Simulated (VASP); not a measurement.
# HfTa3N4 (Pm-3m) in VASP: a series of runs, part 2 of 2

VASP 6.6.1.

## 4. Relaxation of cell and atoms, PBEsol

INCAR reads:

```
ALGO = Normal
EDIFF = 1E-7
EDIFFG = -0.03
ENCUT = 600
GGA = PS
GGA_COMPAT = False
IBRION = 2
ISIF = 3
ISMEAR = -1
LASPH = True
LCHARG = False
LREAL = False
LWAVE = False
NELM = 120
NELMIN = 4
NSW = 80
PREC = Accurate
SIGMA = 0.1
```

KPOINTS reads:

```
k-points
0
Gamma
  5 5 5
```

POSCAR reads:

```
HfTa3N4
1.0
    4.4036617352      0.0000000000      0.0000000000
    0.0000000000      4.4036617352      0.0000000000
    0.0000000000      0.0000000000      4.4036617352
Hf Ta N
1 3 4
Direct
    0.0000000000      0.0000000000      0.0000000000
    0.0000000000      0.5000000000      0.5000000000
    0.5000000000      0.0000000000      0.5000000000
    0.5000000000      0.5000000000      0.0000000000
    0.5000000000      0.5000000000      0.5000000000
    0.0000000000      0.0000000000      0.5000000000
    0.0000000000      0.5000000000      0.0000000000
    0.5000000000      0.0000000000      0.0000000000
```

Potentials or basis: VASP PAW PBE potentials, release 64 (Hf_pv, Ta_pv, N).

On the command line:

```sh
cat potpaw_PBE.64/Hf_pv/POTCAR potpaw_PBE.64/Ta_pv/POTCAR potpaw_PBE.64/N/POTCAR > POTCAR
mpirun -np 1 vasp_std > vasp.out
```

OUTCAR:

```text
EDIFF = 1E-7
   EDIFFG = -0.03
   ENCUT = 600
   GGA = PS
   IBRION = 2
   ISIF = 3
   ISMEAR = -1
   LASPH = True
   LREAL = False
   NELM = 120
   NELMIN = 4
   NSW = 80
   PREC = Accurate

 ion  position               nearest neighbor table
   1  0.000  0.000  0.000-   6 2.20   7 2.20   8 2.20   6 2.20   7 2.20   8 2.20   2 3.11   3 3.11
                             2 3.11   2 3.11   4 3.11   3 3.11   2 3.11   3 3.11   4 3.11   4 3.11
   2  0.000  0.500  0.500-   5 2.20   6 2.20   7 2.20   7 2.20   6 2.20   5 2.20   1 3.11   4 3.11
                             1 3.11   1 3.11   3 3.11   3 3.11   1 3.11   3 3.11   4 3.11   4 3.11
   3  0.500  0.000  0.500-   5 2.20   6 2.20   8 2.20   8 2.20   5 2.20   6 2.20   1 3.11   4 3.11
                             1 3.11   2 3.11   4 3.11   2 3.11   4 3.11   1 3.11   2 3.11   4 3.11
   4  0.500  0.500  0.000-   5 2.20   7 2.20   8 2.20   5 2.20   8 2.20   7 2.20   2 3.11   3 3.11
                             1 3.11   1 3.11   3 3.11   2 3.11   3 3.11   1 3.11   2 3.11   3 3.11
   5  0.500  0.500  0.500-   2 2.20   3 2.20   4 2.20   4 2.20   3 2.20   2 2.20
   6  0.000  0.000  0.500-   1 2.20   2 2.20   3 2.20   1 2.20   2 2.20   3 2.20
   7  0.000  0.500  0.000-   1 2.20   2 2.20   4 2.20   2 2.20   1 2.20   4 2.20
   8  0.500  0.000  0.000-   1 2.20   3 2.20   4 2.20   3 2.20   4 2.20   1 2.20

  LATTYP: Found a simple cubic cell.
 ALAT       =     4.4036617352
[... 584 lines left out ...]
     37      11.3543      0.00000

------------------------ aborting loop because EDIFF is reached ----------------------------------------

  FORCE on cell =-STRESS in cart. coord.  units (eV):
  Direction    XX          YY          ZZ          XY          YZ          ZX
  --------------------------------------------------------------------------------------
  -------------------------------------------------------------------------------------
  Total       -0.0453120     -0.0453120     -0.0453120      0.0000000      0.0000000     -0.0000000
  in kB       -0.8501229     -0.8501229     -0.8501229      0.0000000      0.0000000     -0.0000000
  external PRESSURE =      -0.8501229 kB  Pullay stress =       0.0000000 kB

 VOLUME and BASIS-vectors are now :
 -----------------------------------------------------------------------------
  energy-cutoff  :      600.00
  volume of cell :       85.40
      direct lattice vectors                 reciprocal lattice vectors
     4.403661735  0.000000000  0.000000000     0.227083745  0.000000000  0.000000000
     0.000000000  4.403661735  0.000000000     0.000000000  0.227083745  0.000000000
     0.000000000  0.000000000  4.403661735     0.000000000  0.000000000  0.227083745

 POSITION                                       TOTAL-FORCE (eV/Angst)
 -----------------------------------------------------------------------------------
      0.00000      0.00000      0.00000         0.000000      0.000000      0.000000
      0.00000      2.20183      2.20183         0.000000      0.000000      0.000000
      2.20183      0.00000      2.20183         0.000000      0.000000      0.000000
      2.20183      2.20183      0.00000         0.000000      0.000000      0.000000
      2.20183      2.20183      2.20183         0.000000      0.000000      0.000000
      0.00000      0.00000      2.20183         0.000000      0.000000      0.000000
      0.00000      2.20183      0.00000         0.000000      0.000000      0.000000
      2.20183      0.00000      0.00000         0.000000      0.000000      0.000000
 -----------------------------------------------------------------------------------
    total drift:                                0.000000      0.000000      0.000000

  FREE ENERGIE OF THE ION-ELECTRON SYSTEM (eV)
  ---------------------------------------------------
  free  energy   TOTEN  =       -92.7938829245 eV

  energy  without entropy=      -92.7196122142  energy(sigma->0) =      -92.75674757

 reached required accuracy - stopping structural energy minimisation
```

CONTCAR:

```text
HfTa3N4
   1.00000000000000
     4.4036617352000000    0.0000000000000000    0.0000000000000000
     0.0000000000000000    4.4036617352000000    0.0000000000000000
     0.0000000000000000    0.0000000000000000    4.4036617352000000
  Hf              Ta              N
     1     3     4
Direct
     0.0000000000000000    0.0000000000000000    0.0000000000000000
     0.0000000000000000    0.5000000000000000    0.5000000000000000
     0.5000000000000000    0.0000000000000000    0.5000000000000000
     0.5000000000000000    0.5000000000000000    0.0000000000000000
     0.5000000000000000    0.5000000000000000    0.5000000000000000
     0.0000000000000000    0.0000000000000000    0.5000000000000000
     0.0000000000000000    0.5000000000000000    0.0000000000000000
     0.5000000000000000    0.0000000000000000    0.0000000000000000

  0.00000000E+00  0.00000000E+00  0.00000000E+00
  0.00000000E+00  0.00000000E+00  0.00000000E+00
  0.00000000E+00  0.00000000E+00  0.00000000E+00
  0.00000000E+00  0.00000000E+00  0.00000000E+00
  0.00000000E+00  0.00000000E+00  0.00000000E+00
  0.00000000E+00  0.00000000E+00  0.00000000E+00
  0.00000000E+00  0.00000000E+00  0.00000000E+00
  0.00000000E+00  0.00000000E+00  0.00000000E+00
```

It took 22 s on 1 thread of Intel Xeon 6975P-C (Granite Rapids), shared host; peak memory 0.22 GiB.

Results:

```
Free energy             : -92.7939 eV
Pressure after relaxing : -0.1 GPa
Band gap on the k mesh  : zero (an odd number of electrons rules out a gap without spin polarisation)
```

Final structure:
```xyz
8
Lattice="4.4037 0.0000 0.0000 0.0000 4.4037 0.0000 0.0000 0.0000 4.4037" Properties=species:S:1:pos:R:3 pbc="T T T"
Hf    0.0000    0.0000    0.0000
Ta    0.0000    2.2018    2.2018
Ta    2.2018    0.0000    2.2018
Ta    2.2018    2.2018    0.0000
N     2.2018    2.2018    2.2018
N     0.0000    0.0000    2.2018
N     0.0000    2.2018    0.0000
N     2.2018    0.0000    0.0000
```

Levels at points of the mesh, in eV from the Fermi level:
| k point | band 28 | band 29 | band 30 | band 31 | band 32 | band 33 | band 34 | band 35 | band 36 | band 37 |
| --- | --- | --- | --- | --- | --- | --- | --- | --- | --- | --- |
| (0.00, 0.00, 0.00) | -4.05 | -3.35 | -3.35 | -3.35 | -1.51 | -1.51 | -1.51 | 0.61 | 0.61 | 1.98 |

Caveat: the relaxation stopped at its first step, so nothing moved; the PAW data sets were made with another functional, which shifts forces and pressure a little; spin-orbit coupling is left out, which moves the levels of the heavy elements.

## 5. Summary

| task | cell | gap on the mesh (eV) | pressure (GPa) |
| --- | --- | --- | --- |
| single point | a = 4.404 Å, 8 atoms | none | -0.1 |
| relaxation of cell and atoms | relaxed from a = 4.397 Å, 8 atoms | none | 0.0 |
| relaxation of cell and atoms | relaxed from a = 4.404 Å, 8 atoms | none | -0.1 |

Alike in all rows: level PBEsol; potentials or basis VASP PAW PBE potentials, release 64 (Hf_pv, Ta_pv, N); no spin polarisation; k mesh 5 × 5 × 5; cutoff (eV) 600; smearing fermi-dirac 0.1 eV.

Caveats: the PAW data sets were made with another functional, which shifts forces and pressure a little; spin-orbit coupling is left out, which moves the levels of the heavy elements; the relaxation stopped at its first step, so nothing moved (at least some runs).

Absolute energies hang on the potentials; compare differences alone.
